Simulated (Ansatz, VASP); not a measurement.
# One calculation of InSb, two programs

Contents of POSCAR:

```
InSb
1.0
    0.0000000000      3.2106730852      3.2106730852
    3.2106730852      0.0000000000      3.2106730852
    3.2106730852      3.2106730852      0.0000000000
In Sb
1 1
Direct
    0.0000000000      0.0000000000      0.0000000000
    0.2500000000      0.2500000000      0.2500000000
```

The input INCAR.step1:

```
ALGO     = Normal         # electronic algorithm
EDIFF    = 1E-4           # SCF threshold, eV
ENCUT    = 520            # plane-wave cutoff, eV
GGA      = PE             # functional
ISMEAR   = -1             # smearing method
LASPH    = T              # aspherical terms in the spheres
LCHARG   = F              # write CHGCAR
LREAL    = F              # projectors in reciprocal space
LWAVE    = T              # write WAVECAR
NBANDS   = 16             # bands
NELM     = 80             # most SCF steps
PREC     = Accurate       # precision mode
SIGMA    = 0.1            # smearing width, eV
```

Contents of INCAR.step2:

```
ALGO     = Normal         # electronic algorithm
EDIFF    = 1E-6           # SCF threshold, eV
ENCUT    = 520            # plane-wave cutoff, eV
ISIF     = 2              # what is computed and relaxed
ISMEAR   = -1             # smearing method
ISTART   = 1            
LASPH    = T              # aspherical terms in the spheres
LCHARG   = T              # write CHGCAR
LELF     = T              # ELF
LMIXTAU  = T            
LREAL    = F              # projectors in reciprocal space
LVHAR    = T            
LWAVE    = F              # write WAVECAR
METAGGA  = R2SCAN         # meta-GGA
NBANDS   = 16             # bands
NELM     = 80             # most SCF steps
PREC     = Accurate       # precision mode
SIGMA    = 0.1            # smearing width, eV
```

File KPOINTS:

```
k-points
0
Gamma
  11 11 11
```

Input for Ansatz:

```yaml
crystal:
  lattice:
    - [0.0, 3.2106730852, 3.2106730852]
    - [3.2106730852, 0.0, 3.2106730852]
    - [3.2106730852, 3.2106730852, 0.0]
  atoms:
    - { symbol: In, position: [0.0, 0.0, 0.0] }
    - { symbol: Sb, position: [0.25, 0.25, 0.25] }
kpoints:
  mp_grid: { grid: [11, 11, 11] }
scf:
  occupations: { method: fermi_dirac, width: 0.1 }
hamiltonian:
  xc: r2scan
  pseudopotentials: { kind: paw }
output:
  forces: true
  stress: true
  eigenvalues: true
  populations: true
```

Change from the starting cell: volume scaled by 0.94, PAW files.

Alike in both runs: task single point; functional r2SCAN; k mesh 11 × 11 × 11; occupations fermi-dirac, width 0.1 eV; no spin polarisation.

|  | VASP | Ansatz |
| --- | --- | --- |
| version | VASP 6.6.1 | Ansatz 0.2.0 |
| potentials or method | VASP PAW PBE potentials, release 64 (In_d, Sb) | PAW with Ansatz's default frozen-core files, scalar-relativistic |
| plane-wave cutoff (eV) | 520 | 500 |
| valence electrons in the cell | 18 | 28 |

|  | VASP | Ansatz | Ansatz less VASP |
| --- | --- | --- | --- |
| pressure (GPa) | 3.1 | 3.2 | +0.01 |

VASP's potentials were made for PBE, not for r2SCAN. VASP's potentials hold 18 valence electrons a cell and Ansatz's 28, so a difference there can come from the potentials and not from the codes.

Spin-orbit coupling is off throughout.
